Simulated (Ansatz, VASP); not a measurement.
**Cr: VASP beside Ansatz**

```
Cr
1.0
     0.00000    2.69851    2.69851
     2.69851    0.00000    2.69851
     2.69851    2.69851    0.00000
Cr
2
Direct
  0.12500 0.12500 0.12500
  0.87500 0.87500 0.87500
```

Alike in both runs: task single point; functional PBE; k mesh 17 × 17 × 17; occupations fermi-dirac, width 0.05 eV; collinear spin.

```csv
,VASP,Ansatz
version,VASP 6.6.1,Ansatz 0.2.0
potentials or method,"VASP PAW PBE potentials, release 64 (Cr_pv), cutoff 520 eV","plane waves (420 eV) with PAW, scalar-relativistic"
valence electrons in the cell,24,28
```

```csv
,VASP,Ansatz,Ansatz less VASP
pressure (GPa),0.2,0.0,-0.23
net moment per atom (μB),0.00,0.00,0.000
size of the moment on the site where the two differ most (μB),2.85,2.60,-0.249
```

Site moments also hang on the region over which each program counts them. With one functional, cell and mesh, what is left measures potentials, basis and numerics. VASP's potentials hold 24 valence electrons a cell and Ansatz's 28, so a difference there can come from the potentials and not from the codes.
